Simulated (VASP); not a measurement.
# Cs4I (Pm-3m) in VASP: relaxation of cell and atoms with PBE

Aim: the relaxation of cell and atoms of Cs4I with PBE.

Everything below comes from runs of VASP 6.6.1. Logs are shortened: lines on timing, memory, paths and dates and some standing lists are left out, and cuts for length are marked.

### 1 The cell of the first run

Symmetry: Pm-3m, No. 221, cubic system. The conventional cell has a = 7.834 Å, b = 7.834 Å, c = 7.834 Å, α = 90.00°, β = 90.00°, γ = 90.00°. Within 5.1 Å of Cs (site symmetry 4/mmm) lie 2 I at 3.92 Å. Within 5.1 Å of I (site symmetry m-3m) lie 6 Cs at 3.92 Å.

The cell was generated, and may not be a known phase.

### 2 Relaxation of cell and atoms, PBE

The input, INCAR:

```
SYSTEM = Cs4I
PREC     = Accurate       ! precision mode
ENCUT    = 600            ! plane-wave cutoff, eV
EDIFF    = 1E-6           ! SCF threshold, eV
ISMEAR   = 0              ! smearing method
SIGMA    = 0.1            ! smearing width, eV
LREAL    = .False.        ! projectors in reciprocal space
LASPH    = .True.         ! aspherical terms in the spheres
NELM     = 80             ! most SCF steps
ALGO     = Normal         ! electronic algorithm
ISIF     = 3              ! what is computed and relaxed
LWAVE    = .False.        ! write WAVECAR
LCHARG   = .False.        ! write CHGCAR
GGA      = PE             ! functional
IBRION   = 2              ! ionic algorithm
NSW      = 100            ! ionic steps
EDIFFG   = -0.01          ! ionic threshold
```

The input, KPOINTS:

```
Automatic mesh
0
Gamma
  6 6 6
  0 0 0
```

The input, POSCAR:

```
Cs4I
1.0
    7.8339818000      0.0000000000      0.0000000000
    0.0000000000      7.8339818000      0.0000000000
    0.0000000000      0.0000000000      7.8339818000
Cs I
4 1
Direct
    0.5000000000      0.5000000000      0.5000000000
    0.5000000000      0.0000000000      0.0000000000
    0.0000000000      0.5000000000      0.0000000000
    0.0000000000      0.0000000000      0.5000000000
    0.0000000000      0.0000000000      0.0000000000
```

Potentials or basis: VASP PAW PBE potentials, release 64 (Cs_sv, I).

On the command line:

```bash
> cat potpaw_PBE.64/Cs_sv/POTCAR potpaw_PBE.64/I/POTCAR > POTCAR
> mpirun -np 1 vasp_std > vasp.out
```

OUTCAR:

```text
SYSTEM = Cs4I
   PREC = Accurate
   ENCUT = 600
   EDIFF = 1E-6
   ISMEAR = 0
   LREAL = .False.
   LASPH = .True.
   NELM = 80
   ISIF = 3
   GGA = PE
   IBRION = 2
   NSW = 100
   EDIFFG = -0.01

 ion  position               nearest neighbor table
   1  0.500  0.500  0.500-
   2  0.500  0.000  0.000-
   3  0.000  0.500  0.000-
   4  0.000  0.000  0.500-
   5  0.000  0.000  0.000-

  LATTYP: Found a simple cubic cell.
 ALAT       =     7.8339818000

  Lattice vectors:

 A1 = (   7.8339818000,   0.0000000000,   0.0000000000)
 A2 = (   0.0000000000,   7.8339818000,   0.0000000000)
 A3 = (   0.0000000000,   0.0000000000,   7.8339818000)

Analysis of symmetry for initial positions (statically):
=====================================================================
 Subroutine PRICEL returns:
 Original cell was already a primitive cell.

 Routine SETGRP: Setting up the symmetry group for a
 simple cubic supercell.

 Subroutine GETGRP returns: Found 48 space group operations
 (whereof 48 operations were pure point group operations)
 out of a pool of 48 trial point group operations.

The static configuration has the point symmetry O_h .

Analysis of symmetry for dynamics (positions and initial velocities):
=====================================================================
 Subroutine PRICEL returns:
 Original cell was already a primitive cell.

 Routine SETGRP: Setting up the symmetry group for a
 simple cubic supercell.

 Subroutine GETGRP returns: Found 48 space group operations
 (whereof 48 operations were pure point group operations)
 out of a pool of 48 trial point group operations.

The dynamic configuration has the point symmetry O_h .

 Subroutine INISYM returns: Found 48 space group operations
 (whereof 48 operations are pure point group operations),
 and found     1 'primitive' translations

----------------------------------------------------------------------------------------

                                     Primitive cell

  volume of cell :     480.7814

  direct lattice vectors                    reciprocal lattice vectors
     7.833981800  0.000000000  0.000000000     0.127649007  0.000000000  0.000000000
     0.000000000  7.833981800  0.000000000     0.000000000  0.127649007  0.000000000
     0.000000000  0.000000000  7.833981800     0.000000000  0.000000000  0.127649007

  length of vectors
     7.833981800  7.833981800  7.833981800     0.127649007  0.127649007  0.127649007

  position of ions in fractional coordinates (direct lattice)
     0.500000000  0.500000000  0.500000000
     0.500000000  0.000000000  0.000000000
     0.000000000  0.500000000  0.000000000
     0.000000000  0.000000000  0.500000000
     0.000000000  0.000000000  0.000000000

  ion indices of the primitive-cell ions
   primitive index   ion index
                 1           1
                 2           2
                 3           3
                 4           4
                 5           5

----------------------------------------------------------------------------------------

 KPOINTS: Automatic mesh

Automatic generation of k-mesh.
 Grid dimensions read from file:
 generate k-points for:    6    6    6

 Generating k-lattice:

  Cartesian coordinates                     Fractional coordinates (reciprocal lattice)
     0.021274835  0.000000000  0.000000000     0.166666667  0.000000000  0.000000000
     0.000000000  0.021274835  0.000000000     0.000000000  0.166666667  0.000000000
     0.000000000  0.000000000  0.021274835     0.000000000  0.000000000  0.166666667

  Length of vectors
     0.021274835  0.021274835  0.021274835

  Shift w.r.t. Gamma in fractional coordinates (k-lattice)
     0.000000000  0.000000000  0.000000000

 Subroutine IBZKPT returns following result:
 ===========================================

 Found     20 irreducible k-points:

 Following reciprocal coordinates:
            Coordinates               Weight
  0.000000  0.000000  0.000000      1.000000
  0.166667  0.000000  0.000000      6.000000
  0.333333  0.000000  0.000000      6.000000
  0.500000  0.000000  0.000000      3.000000
  0.166667  0.166667  0.000000     12.000000
  0.333333  0.166667  0.000000     24.000000
[... 12 lines left out ...]
  0.500000  0.500000  0.333333      6.000000
  0.500000  0.500000  0.500000      1.000000
   k-points           NKPTS =     20   k-points in BZ     NKDIM =     20   number of bands    NBANDS=     25
   number of dos      NEDOS =    301   number of ions     NIONS =      5
   total plane-waves  NPLWV = 262144
   dimension x,y,z NGX =    64 NGY =   64 NGZ =   64
   dimension x,y,z NGXF=   128 NGYF=  128 NGZF=  128
   ions per type =               4   1
   NGX,Y,Z   is equivalent  to a cutoff of  13.58, 13.58, 13.58 a.u.
   NGXF,Y,Z  is equivalent  to a cutoff of  27.16, 27.16, 27.16 a.u.
 SYSTEM =  Cs4I
   PREC   = accura    normal or accurate (medium, high low for compatibility)
   ISTART =      0    job   : 0-new  1-cont  2-samecut
   ICHARG =      2    charge: 1-file 2-atom 10-const
   ISPIN  =      1    spin polarized calculation?
   LNONCOLLINEAR =      F non collinear calculations
   LSORBIT =      F    spin-orbit coupling
   LASPH  =      T    aspherical Exc in radial PAW
   ENCUT  =  600.0 eV  44.10 Ry    6.64 a.u.  15.65 15.65 15.65*2*pi/ulx,y,z
   NELM   =     80;   NELMIN=  2; NELMDL= -5     # of ELM steps
   EDIFF  = 0.1E-05   stopping-criterion for ELM
   LREAL  =      F    real-space projection
   EDIFFG = -.1E-01   stopping-criterion for IOM
   NSW    =    100    number of steps for IOM
   IBRION =      2    ionic relax: 0-MD 1-quasi-New 2-CG
   NFREE  =      1    steps in history (QN), initial steepest desc. (CG)
   ISIF   =      3    stress and relaxation
   ISYM   =      2    0-nonsym 1-usesym 2-fastsym
   POTIM  = 0.5000    time-step for ionic-motion
   TEBEG  =    0.0;   TEEND  =   0.0 temperature during run
   PSTRESS=    0.0 pullay stress
   NELECT =      43.0000    total number of electrons
   NUPDOWN=      -1.0000    fix difference up-down
   EMIN   =  10.00;   EMAX   =-10.00  energy-range for DOS
   EFERMI =   0.00;   METHOD = LEGACY
   ISMEAR =     0;   SIGMA  =   0.10  broadening in eV -4-tet -1-fermi 0-gaus
   EFERMI_NEDOS =   21; number of points for ismear=-14 and -15
   IALGO  =     38    algorithm
   IMIX   =      4    mixing-type and parameters
     AMIX     =   0.40;   BMIX     =  1.00
     AMIX_MAG =   1.60;   BMIX_MAG =  1.00
  volume/ion in A,a.u.               =      96.16       648.89
  Fermi-wavevector in a.u.,A,eV,Ry     =   0.732119  1.383505  7.292701  0.535998
  Thomas-Fermi vector in A             =   1.824504
   LORBIT       =      0    0 simple, 1 ext, 2 COOP (PROOUT), +10 PAW based schemes
   GGA     = PE    functional components
   LHFCALC =     F    Hartree Fock is set to
   AEXX    =    0.0000 exact exchange contribution
   IVDW    =     0    specifies the selected vdW correction
   LEPSILON=     F    determine dielectric tensor
   LRPA    =     F    only Hartree local field effects (RPA)
 conjugate gradient relaxation of ions
 non-spin polarized calculation
 Gauss-broadening in eV      SIGMA  =   0.10
  energy-cutoff  :      600.00
  volume of cell :      480.78
 maximum number of plane-waves:     16176
 NGX is ok and might be reduce to    64
   NGX = 31   NGY = 31   NGZ = 31

 number of electron      42.9999994 magnetization

 Free energy of the ion-electron system (eV)
  ---------------------------------------------------
  ext. energy  EPLUGINS =         0.00000000
  ---------------------------------------------------
  free energy    TOTEN  =        -7.82861129 eV

  energy without entropy =       -7.81232113  energy(sigma->0) =       -7.82046621

 E-fermi :   1.0753     XC(G=0):  -5.6537

 val. band max:        1.0611009385   @ k =   0.3333   0.1667   0.1667
 cond. band min:       1.1368165425   @ k =   0.5000   0.5000   0.0000
 fundamental gap:      0.0757156041
 Fermi energy:         1.0753110382

 k-point     1 :       0.0000    0.0000    0.0000
  band No.  band energies     occupation
      1     -22.8488      2.00000
      2     -22.8428      2.00000
      3     -22.8428      2.00000
      4     -22.8194      2.00000
      5     -12.8026      2.00000
      6      -9.7286      2.00000
[... 17 lines left out ...]
     24       1.9570      0.00000
     25       1.9570      0.00000

 k-point     2 :       0.1667    0.0000    0.0000
  band No.  band energies     occupation
      1     -22.8484      2.00000
      2     -22.8432      2.00000
      3     -22.8428      2.00000
      4     -22.8194      2.00000
      5     -12.8080      2.00000
      6      -9.7240      2.00000
[... 17 lines left out ...]
     24       1.9923      0.00000
     25       2.0004      0.00000

 k-point     3 :       0.3333    0.0000    0.0000
  band No.  band energies     occupation
      1     -22.8474      2.00000
      2     -22.8440      2.00000
      3     -22.8428      2.00000
      4     -22.8195      2.00000
      5     -12.8186      2.00000
      6      -9.7117      2.00000
[... 17 lines left out ...]
     24       2.0677      0.00000
     25       2.0680      0.00000

 k-point     4 :       0.5000    0.0000    0.0000
  band No.  band energies     occupation
      1     -22.8466      2.00000
      2     -22.8447      2.00000
      3     -22.8428      2.00000
      4     -22.8195      2.00000
      5     -12.8238      2.00000
      6      -9.7006      2.00000
[... 17 lines left out ...]
     24       2.1092      0.00000
     25       2.1092      0.00000

 k-point     5 :       0.1667    0.1667    0.0000
  band No.  band energies     occupation
      1     -22.8480      2.00000
      2     -22.8433      2.00000
      3     -22.8430      2.00000
      4     -22.8194      2.00000
      5     -12.8133      2.00000
      6      -9.7194      2.00000
[... 17 lines left out ...]
     24       1.9813      0.00000
     25       2.0271      0.00000

 k-point     6 :       0.3333    0.1667    0.0000
  band No.  band energies     occupation
      1     -22.8471      2.00000
      2     -22.8440      2.00000
      3     -22.8431      2.00000
      4     -22.8195      2.00000
      5     -12.8239      2.00000
      6      -9.7073      2.00000
[... 17 lines left out ...]
     24       2.0180      0.00000
     25       2.0971      0.00000
[... 281 lines left out ...]
 k-point    17 :       0.3333    0.3333    0.3333
  band No.  band energies     occupation
      1     -22.8456      2.00000
      2     -22.8442      2.00000
      3     -22.8442      2.00000
      4     -22.8196      2.00000
      5     -12.8500      2.00000
      6      -9.7148      2.00000
[... 17 lines left out ...]
     24       1.4362      0.00000
     25       1.9397      0.00000

 k-point    18 :       0.5000    0.3333    0.3333
  band No.  band energies     occupation
      1     -22.8451      2.00000
      2     -22.8446      2.00000
      3     -22.8442      2.00000
      4     -22.8196      2.00000
      5     -12.8551      2.00000
      6      -9.7193      2.00000
[... 17 lines left out ...]
     24       1.6839      0.00000
     25       1.6970      0.00000

 k-point    19 :       0.5000    0.5000    0.3333
  band No.  band energies     occupation
      1     -22.8446      2.00000
      2     -22.8446      2.00000
      3     -22.8446      2.00000
      4     -22.8196      2.00000
      5     -12.8602      2.00000
      6      -9.7221      2.00000
[... 17 lines left out ...]
     24       1.5179      0.00000
     25       1.8022      0.00000

 k-point    20 :       0.5000    0.5000    0.5000
  band No.  band energies     occupation
      1     -22.8446      2.00000
      2     -22.8446      2.00000
      3     -22.8446      2.00000
      4     -22.8196      2.00000
      5     -12.8653      2.00000
      6      -9.7269      2.00000
[... 17 lines left out ...]
     24       1.5385      0.00000
     25       1.6898      0.00000

------------------------ aborting loop because EDIFF is reached ----------------------------------------

  FORCE on cell =-STRESS in cart. coord.  units (eV):
  Direction    XX          YY          ZZ          XY          YZ          ZX
  --------------------------------------------------------------------------------------
  -------------------------------------------------------------------------------------
  Total        0.0234328      0.0234328      0.0234328      0.0000000      0.0000000      0.0000000
  in kB        0.0780884      0.0780884      0.0780884      0.0000000      0.0000000      0.0000000
  external PRESSURE =       0.0780884 kB  Pullay stress =       0.0000000 kB

 VOLUME and BASIS-vectors are now :
 -----------------------------------------------------------------------------
  energy-cutoff  :      600.00
  volume of cell :      480.78
      direct lattice vectors                 reciprocal lattice vectors
     7.833981800  0.000000000  0.000000000     0.127649007  0.000000000  0.000000000
     0.000000000  7.833981800  0.000000000     0.000000000  0.127649007  0.000000000
     0.000000000  0.000000000  7.833981800     0.000000000  0.000000000  0.127649007

 POSITION                                       TOTAL-FORCE (eV/Angst)
 -----------------------------------------------------------------------------------
      3.91699      3.91699      3.91699         0.000000      0.000000      0.000000
      3.91699      0.00000      0.00000         0.000000      0.000000      0.000000
      0.00000      3.91699      0.00000         0.000000      0.000000      0.000000
      0.00000      0.00000      3.91699         0.000000      0.000000      0.000000
      0.00000      0.00000      0.00000         0.000000      0.000000      0.000000
 -----------------------------------------------------------------------------------
    total drift:                                0.000000     -0.000000      0.000000

  FREE ENERGIE OF THE ION-ELECTRON SYSTEM (eV)
  ---------------------------------------------------
  free  energy   TOTEN  =        -7.8286112945 eV

  energy  without entropy=       -7.8123211277  energy(sigma->0) =       -7.82046621

 reached required accuracy - stopping structural energy minimisation
```

Run time: 6.7 min. Hardware: 1 thread of Intel Xeon 8259CL, shared host; peak memory 0.73 GiB.

Results:

* Free energy: -7.8286 eV
* Pressure after relaxing: 0.0 GPa
* Band gap on the k mesh: zero (an odd number of electrons rules out a gap without spin polarisation)

Final structure:
```
CELL_PARAMETERS angstrom
7.83398 0.00000 0.00000
0.00000 7.83398 0.00000
0.00000 0.00000 7.83398
ATOMIC_POSITIONS crystal
Cs 0.50000 0.50000 0.50000
Cs 0.50000 0.00000 0.00000
Cs 0.00000 0.50000 0.00000
Cs 0.00000 0.00000 0.50000
I 0.00000 0.00000 0.00000
```

Caveat: the relaxation stopped at its first step, so nothing moved; spin-orbit coupling is left out, which moves the levels of the heavy elements.

The gap in the log of VASP goes by the Fermi energy; the results here count the filled bands.